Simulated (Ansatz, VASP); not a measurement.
SrLiH3 in VASP and in Ansatz

INCAR

```
ALGO = Normal ; EDIFF = 1E-7
ENCUT = 520 ; GGA = PE
ISIF = 2 ; ISMEAR = 0
LASPH = True ; LCHARG = False
LREAL = False ; LWAVE = False
NBANDS = 16 ; NELM = 80
PREC = Accurate ; SIGMA = 0.05
```

File KPOINTS:

```
k-points
0
Gamma
  6 6 6
```

Contents of POSCAR:

```
SrLiH3
1.0
    4.6307910000      0.0000000000      0.0347309325
    0.0000000000      4.6307910000      0.0000000000
    0.0347309325      0.0000000000      4.6307910000
Li Sr H
1 1 3
Direct
    0.0000000000      0.0000000000      0.0000000000
    0.5000000000      0.5000000000      0.5000000000
    0.0000000000      0.5000000000      0.5000000000
    0.5000000000      0.0000000000      0.5000000000
    0.5000000000      0.5000000000      0.0000000000
```

Input for Ansatz:

```yaml
crystal:
  lattice:
    - [4.630791, 0.0, 0.0347309325]
    - [0.0, 4.630791, 0.0]
    - [0.0347309325, 0.0, 4.630791]
  atoms:
    - { symbol: Li, position: [0.0, 0.0, 0.0] }
    - { symbol: Sr, position: [0.5, 0.5, 0.5] }
    - { symbol: H, position: [0.0, 0.5, 0.5] }
    - { symbol: H, position: [0.5, 0.0, 0.5] }
    - { symbol: H, position: [0.5, 0.5, 0.0] }
basis:
  ecutwfc: 420
kpoints:
  mp_grid: { grid: [6, 6, 6] }
hamiltonian:
  xc: pbe
scf:
  occupations: { method: gaussian, width: 0.05 }
output:
  forces: true
  stress: true
  eigenvalues: true
```

Change from the starting cell: strain +0.0150 x Voigt [0, 0, 0, 0, 1, 0], atoms carried along.

Alike in both runs: task single point; functional PBE; k mesh 6 × 6 × 6; occupations gaussian, width 0.05 eV; no spin polarisation.

|  | VASP | Ansatz |
| --- | --- | --- |
| version | VASP 6.6.1 | Ansatz 0.2.0 |
| potentials or method | VASP PAW PBE potentials, release 64 (Li_sv, Sr_sv, H), cutoff 520 eV | scalar-relativistic, plane waves, PAW |
| valence electrons in the cell | 16 | 16 |

|  | VASP | Ansatz | Ansatz less VASP |
| --- | --- | --- | --- |
| gap on the k mesh at the Fermi level (eV) | 1.80 | 1.80 | +0.003 |
| least direct gap on the mesh (eV) | 2.21 | 2.21 | +0.001 |

Noted on VASP's run: the cutoff is under 1.25 times that of the potentials, so the pressure is a little rough.
